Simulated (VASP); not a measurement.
# Sn5H (R-3m) in VASP: relaxation of cell and atoms with PBE

Aim: the relaxation of cell and atoms of Sn5H with PBE.

Program: VASP 6.6.1. These are calculated values, not measurements. Logs are shortened: lines on timing, memory, paths and dates and some standing lists are left out, and cuts for length are marked.

### 1 The cell of the first run

Symmetry: R-3m, No. 166, trigonal system. Conventional cell: a = 5.541 Å, b = 5.541 Å, c = 16.516 Å, α = 90.00°, β = 90.00°, γ = 120.00°. Within 3.9 Å of Sn (site symmetry -3m) lie 8 Sn at 2.99 to 3.29 Å. Sn (site symmetry 3m) has 14 Sn at 2.99 to 4.07 Å and 3 H at 3.21 Å within 4.1 Å. Within 2.7 Å of Sn (site symmetry 3m) lie 1 H at 2.00 Å. Within 2.7 Å of H (site symmetry -3m) lie 2 Sn at 2.00 Å.

The cell was generated, and may not be a known phase.

### 2 Relaxation of cell and atoms, PBE

Input file INCAR:

```
SYSTEM = Sn5H
PREC     = Accurate       ! precision mode
ENCUT    = 600            ! plane-wave cutoff, eV
EDIFF    = 1E-6           ! SCF threshold, eV
ISMEAR   = 0              ! smearing method
SIGMA    = 0.1            ! smearing width, eV
LREAL    = .FALSE.        ! projectors in reciprocal space
LASPH    = .TRUE.         ! aspherical terms in the spheres
NELM     = 60             ! most SCF steps
ALGO     = Normal         ! electronic algorithm
ISIF     = 3              ! what is computed and relaxed
LWAVE    = .FALSE.        ! write WAVECAR
LCHARG   = .FALSE.        ! write CHGCAR
GGA      = PE             ! functional
IBRION   = 2              ! ionic algorithm
NSW      = 100            ! ionic steps
EDIFFG   = -0.01          ! ionic threshold
```

Input file KPOINTS:

```
Automatic mesh
0
G
  6 6 6
  0 0 0
```

Input file POSCAR:

```
Sn5H
1.0
    2.7703450094      1.5994594369      5.5052067790
   -2.7703450094      1.5994594369      5.5052067790
    0.0000000000     -3.1989188738      5.5052067790
Sn H
5 1
Direct
    0.0000000000      0.0000000000      0.0000000000
    0.8190103424      0.8190103424      0.8190103424
    0.1809896576      0.1809896576      0.1809896576
    0.6211331766      0.6211331766      0.6211331766
    0.3788668234      0.3788668234      0.3788668234
    0.5000000000      0.5000000000      0.5000000000
```

Potentials or basis: VASP PAW PBE potentials, release 64 (Sn_d, H).

Started as:

```console
> cat potpaw_PBE.64/Sn_d/POTCAR potpaw_PBE.64/H/POTCAR > POTCAR
> mpirun -np 1 vasp_std > vasp.out
```

OUTCAR:

```text
SYSTEM = Sn5H
   PREC = Accurate
   ENCUT = 600
   EDIFF = 1E-6
   ISMEAR = 0
   LREAL = .FALSE.
   LASPH = .TRUE.
   NELM = 60
   ISIF = 3
   GGA = PE
   IBRION = 2
   NSW = 100
   EDIFFG = -0.01

 ion  position               nearest neighbor table
   1  0.000  0.000  0.000-   2 2.99   3 2.99   4 3.29   5 3.29   4 3.29   4 3.29   5 3.29   5 3.29

   2  0.819  0.819  0.819-   1 2.99   3 3.23   3 3.23   3 3.23   4 3.27   5 3.65   5 3.65   5 3.65

   3  0.181  0.181  0.181-   1 2.99   2 3.23   2 3.23   2 3.23   5 3.27   4 3.65   4 3.65   4 3.65

   4  0.621  0.621  0.621-   6 2.00   2 3.27   1 3.29   1 3.29   1 3.29   5 3.53   5 3.53   5 3.53
                             3 3.65   3 3.65   3 3.65
   5  0.379  0.379  0.379-   6 2.00   3 3.27   1 3.29   1 3.29   1 3.29   4 3.53   4 3.53   4 3.53
                             2 3.65   2 3.65   2 3.65
   6  0.500  0.500  0.500-   4 2.00   5 2.00

  LATTYP: Found a trigonal (rhomboedric) cell.
 ALAT       =     6.3671330786
 COS(alpha) =     0.6213745021

  Lattice vectors:

 A1 = (   2.7703450094,   1.5994594369,   5.5052067790)
 A2 = (  -2.7703450094,   1.5994594369,   5.5052067790)
 A3 = (   0.0000000000,  -3.1989188738,   5.5052067790)

Analysis of symmetry for initial positions (statically):
=====================================================================
 Subroutine PRICEL returns:
 Original cell was already a primitive cell.

 Routine SETGRP: Setting up the symmetry group for a
 trigonal (rhombohedral) supercell.

 Subroutine GETGRP returns: Found 12 space group operations
 (whereof 12 operations were pure point group operations)
 out of a pool of 12 trial point group operations.

The static configuration has the point symmetry D_3d.

Analysis of symmetry for dynamics (positions and initial velocities):
=====================================================================
 Subroutine PRICEL returns:
 Original cell was already a primitive cell.

 Routine SETGRP: Setting up the symmetry group for a
 trigonal (rhombohedral) supercell.

 Subroutine GETGRP returns: Found 12 space group operations
 (whereof 12 operations were pure point group operations)
 out of a pool of 12 trial point group operations.

The dynamic configuration has the point symmetry D_3d.

 Subroutine INISYM returns: Found 12 space group operations
 (whereof 12 operations are pure point group operations),
 and found     1 'primitive' translations

----------------------------------------------------------------------------------------

                                     Primitive cell

  volume of cell :     146.3632

  direct lattice vectors                    reciprocal lattice vectors
     2.770345009  1.599459437  5.505206779     0.180482936  0.104201871  0.060548740
    -2.770345009  1.599459437  5.505206779    -0.180482936  0.104201871  0.060548740
     0.000000000 -3.198918874  5.505206779     0.000000000 -0.208403743  0.060548740

  length of vectors
     6.367133079  6.367133079  6.367133079     0.217021358  0.217021358  0.217021358

  position of ions in fractional coordinates (direct lattice)
     0.000000000  0.000000000  0.000000000
     0.819010342  0.819010342  0.819010342
     0.180989658  0.180989658  0.180989658
     0.621133177  0.621133177  0.621133177
     0.378866823  0.378866823  0.378866823
     0.500000000  0.500000000  0.500000000

  ion indices of the primitive-cell ions
   primitive index   ion index
                 1           1
                 2           2
                 3           3
                 4           4
                 5           5
                 6           6

----------------------------------------------------------------------------------------

 KPOINTS: Automatic mesh

Automatic generation of k-mesh.
 Grid dimensions read from file:
 generate k-points for:    6    6    6

 Generating k-lattice:

  Cartesian coordinates                     Fractional coordinates (reciprocal lattice)
     0.030080489  0.017366979  0.010091457     0.166666667 -0.000000000 -0.000000000
    -0.030080489  0.017366979  0.010091457    -0.000000000  0.166666667 -0.000000000
     0.000000000 -0.034733957  0.010091457    -0.000000000 -0.000000000  0.166666667

  Length of vectors
     0.036170226  0.036170226  0.036170226

  Shift w.r.t. Gamma in fractional coordinates (k-lattice)
     0.000000000  0.000000000  0.000000000

 Subroutine IBZKPT returns following result:
 ===========================================

 Found     32 irreducible k-points:

 Following reciprocal coordinates:
            Coordinates               Weight
  0.000000  0.000000  0.000000      1.000000
  0.166667  0.000000 -0.000000      6.000000
  0.333333  0.000000 -0.000000      6.000000
  0.500000  0.000000  0.000000      3.000000
  0.166667  0.166667 -0.000000      6.000000
  0.333333  0.166667  0.000000     12.000000
[... 16 lines left out ...]
  0.500000  0.500000  0.166667      6.000000
 -0.333333  0.500000  0.166667     12.000000
 [... further k-points ...]
   k-points           NKPTS =     32   k-points in BZ     NKDIM =     32   number of bands    NBANDS=     42
   number of dos      NEDOS =    301   number of ions     NIONS =      6
   total plane-waves  NPLWV = 157464
   dimension x,y,z NGX =    54 NGY =   54 NGZ =   54
   dimension x,y,z NGXF=   108 NGYF=  108 NGZF=  108
   ions per type =               5   1
   NGX,Y,Z   is equivalent  to a cutoff of  14.10, 14.10, 14.10 a.u.
   NGXF,Y,Z  is equivalent  to a cutoff of  28.20, 28.20, 28.20 a.u.
 SYSTEM =  Sn5H
   PREC   = accura    normal or accurate (medium, high low for compatibility)
   ISTART =      0    job   : 0-new  1-cont  2-samecut
   ICHARG =      2    charge: 1-file 2-atom 10-const
   ISPIN  =      1    spin polarized calculation?
   LNONCOLLINEAR =      F non collinear calculations
   LSORBIT =      F    spin-orbit coupling
   LASPH  =      T    aspherical Exc in radial PAW
   ENCUT  =  600.0 eV  44.10 Ry    6.64 a.u.  12.72 12.72 12.72*2*pi/ulx,y,z
   NELM   =     60;   NELMIN=  2; NELMDL= -5     # of ELM steps
   EDIFF  = 0.1E-05   stopping-criterion for ELM
   LREAL  =      F    real-space projection
   EDIFFG = -.1E-01   stopping-criterion for IOM
   NSW    =    100    number of steps for IOM
   IBRION =      2    ionic relax: 0-MD 1-quasi-New 2-CG
   NFREE  =      1    steps in history (QN), initial steepest desc. (CG)
   ISIF   =      3    stress and relaxation
   ISYM   =      2    0-nonsym 1-usesym 2-fastsym
   POTIM  = 0.5000    time-step for ionic-motion
   TEBEG  =    0.0;   TEEND  =   0.0 temperature during run
   PSTRESS=    0.0 pullay stress
   NELECT =      71.0000    total number of electrons
   NUPDOWN=      -1.0000    fix difference up-down
   EMIN   =  10.00;   EMAX   =-10.00  energy-range for DOS
   EFERMI =   0.00;   METHOD = LEGACY
   ISMEAR =     0;   SIGMA  =   0.10  broadening in eV -4-tet -1-fermi 0-gaus
   EFERMI_NEDOS =   21; number of points for ismear=-14 and -15
   IALGO  =     38    algorithm
   IMIX   =      4    mixing-type and parameters
     AMIX     =   0.40;   BMIX     =  1.00
     AMIX_MAG =   1.60;   BMIX_MAG =  1.00
  volume/ion in A,a.u.               =      24.39       164.62
  Fermi-wavevector in a.u.,A,eV,Ry     =   1.286324  2.430799 22.512591  1.654629
  Thomas-Fermi vector in A             =   2.418405
   LORBIT       =      0    0 simple, 1 ext, 2 COOP (PROOUT), +10 PAW based schemes
   GGA     = PE    functional components
   LHFCALC =     F    Hartree Fock is set to
   AEXX    =    0.0000 exact exchange contribution
   IVDW    =     0    specifies the selected vdW correction
   LEPSILON=     F    determine dielectric tensor
   LRPA    =     F    only Hartree local field effects (RPA)
 conjugate gradient relaxation of ions
 non-spin polarized calculation
 Gauss-broadening in eV      SIGMA  =   0.10
  energy-cutoff  :      600.00
  volume of cell :      146.36
 maximum number of plane-waves:      4902
 NGX is ok and might be reduce to    54
   NGX = 25   NGY = 25   NGZ = 25

--------------------------------------- Ionic step        1  -------------------------------------------

 number of electron      71.0000004 magnetization

 Free energy of the ion-electron system (eV)
  ---------------------------------------------------
  ext. energy  EPLUGINS =         0.00000000
  ---------------------------------------------------
  free energy    TOTEN  =       -21.40801762 eV

  energy without entropy =      -21.39547992  energy(sigma->0) =      -21.40174877

------------------------ aborting loop because EDIFF is reached ----------------------------------------

  FORCE on cell =-STRESS in cart. coord.  units (eV):
  Direction    XX          YY          ZZ          XY          YZ          ZX
  --------------------------------------------------------------------------------------
  -------------------------------------------------------------------------------------
  Total       -1.3440735     -1.3440735      1.7501995      0.0000000      0.0000000      0.0000000
  in kB      -14.7130134    -14.7130134     19.1587054      0.0000000      0.0000000      0.0000000
  external PRESSURE =      -3.4224405 kB  Pullay stress =       0.0000000 kB
[... 101 lines left out ...]
  FREE ENERGIE OF THE ION-ELECTRON SYSTEM (eV)
  ---------------------------------------------------
  free  energy   TOTEN  =       -21.4485967200 eV

  energy  without entropy=      -21.4371533107  energy(sigma->0) =      -21.44287502

[... ionic steps 4 to 12 ...]

--------------------------------------- Ionic step       13  -------------------------------------------

 number of electron      71.0000003 magnetization

------------------------ aborting loop because EDIFF is reached ----------------------------------------
[... 75 lines left out ...]
--------------------------------------- Ionic step       15  -------------------------------------------

 number of electron      71.0000003 magnetization

 Free energy of the ion-electron system (eV)
  ---------------------------------------------------
  ext. energy  EPLUGINS =         0.00000000
  ---------------------------------------------------
  free energy    TOTEN  =       -21.45888451 eV

  energy without entropy =      -21.44556109  energy(sigma->0) =      -21.45222280

 E-fermi :   7.4016     XC(G=0): -10.1706

 val. band max:        7.3963751697   @ k =   0.1667   0.0000  -0.0000
 cond. band min:       7.4023439667   @ k =   0.3333   0.1667   0.1667
 fundamental gap:      0.0059687969
 Fermi energy:         7.4016470457

 k-point     1 :       0.0000    0.0000    0.0000
  band No.  band energies     occupation
      1     -14.1228      2.00000
      2     -14.0833      2.00000
      3     -14.0833      2.00000
      4     -14.0716      2.00000
      5     -14.0716      2.00000
      6     -14.0709      2.00000
[... 1069 lines left out ...]
     41      10.2375      0.00000
     42      10.6743      0.00000

 [... further k-points ...]

------------------------ aborting loop because EDIFF is reached ----------------------------------------

  FORCE on cell =-STRESS in cart. coord.  units (eV):
  Direction    XX          YY          ZZ          XY          YZ          ZX
  --------------------------------------------------------------------------------------
  -------------------------------------------------------------------------------------
  Total       -0.0508954     -0.0508954     -0.0392180      0.0000000      0.0000000     -0.0000000
  in kB       -0.5646936     -0.5646936     -0.4351315      0.0000000      0.0000000     -0.0000000
  external PRESSURE =      -0.5215062 kB  Pullay stress =       0.0000000 kB
[... 21 lines left out ...]
  FREE ENERGIE OF THE ION-ELECTRON SYSTEM (eV)
  ---------------------------------------------------
  free  energy   TOTEN  =       -21.4588845110 eV

  energy  without entropy=      -21.4455610937  energy(sigma->0) =      -21.45222280

 reached required accuracy - stopping structural energy minimisation
```

It took 41 min on 1 thread of Intel Xeon Platinum 8488C (Sapphire Rapids), shared host; peak memory 0.51 GiB.

What came out:

| Item | Value |
| --- | --- |
| Free energy | -21.4589 eV |
| Relaxed volume | 24.07 Å³/atom |
| Relaxed cell | a = 6.437 Å, b = 6.437 Å, c = 6.437 Å, α = 50.08°, β = 50.08°, γ = 50.08° |
| Space group after relaxing (to 0.1 Å) | R-3m (No. 166) |
| Energy gained by relaxing | 8.5 meV/atom |
| Ionic steps | 15 |
| Pressure after relaxing | -0.1 GPa |
| Largest force after relaxing | 0.005 eV/Å |
| Band gap on the k mesh | zero (an odd number of electrons rules out a gap without spin polarisation) |

Forces in eV/Å, atoms in the order of the input:
```
Sn   0.000  0.000  0.000
Sn   0.000  0.000 -0.002
Sn   0.000  0.000  0.002
Sn   0.000  0.000  0.005
Sn   0.000  0.000 -0.005
H    0.000  0.000  0.000
```

Step by step:
| step | energy change (eV) | largest force (eV/Å) | pressure (GPa) | volume (Å³) |
| --- | --- | --- | --- | --- |
| 1 | 0.0000 | 0.1172 | -0.34 | 146.36 |
| 2 | -0.0370 | 0.1584 | -0.27 | 145.23 |
| 3 | -0.0406 | 0.1819 | -0.20 | 144.75 |
| 4 | -0.0442 | 0.1370 | 0.07 | 143.98 |
| 5 | -0.0457 | 0.0883 | 0.35 | 143.20 |
| 6 | -0.0485 | 0.0491 | 0.18 | 143.78 |
| 7 | -0.0500 | 0.0420 | -0.02 | 144.48 |
| 8 | -0.0500 | 0.0410 | -0.06 | 144.59 |
| 9 | -0.0503 | 0.0327 | -0.03 | 144.50 |
| 10 | -0.0504 | 0.0278 | -0.02 | 144.43 |
| 11 | -0.0504 | 0.0175 | 0.01 | 144.31 |
| 12 | -0.0505 | 0.0264 | -0.02 | 144.40 |
| 13 | -0.0507 | 0.0179 | 0.03 | 144.25 |
| 14 | -0.0508 | 0.0157 | 0.06 | 144.13 |
| 15 | -0.0509 | 0.0051 | -0.05 | 144.40 |

Final structure:
```
CELL_PARAMETERS angstrom
2.72441 1.57294 5.61619
-2.72441 1.57294 5.61619
0.00000 -3.14587 5.61619
ATOMIC_POSITIONS crystal
Sn 0.00000 0.00000 0.00000
Sn 0.81666 0.81666 0.81666
Sn 0.18334 0.18334 0.18334
Sn 0.61773 0.61773 0.61773
Sn 0.38227 0.38227 0.38227
H 0.50000 0.50000 0.50000
```

Caveat: spin-orbit coupling is left out, which moves the levels of the heavy elements.
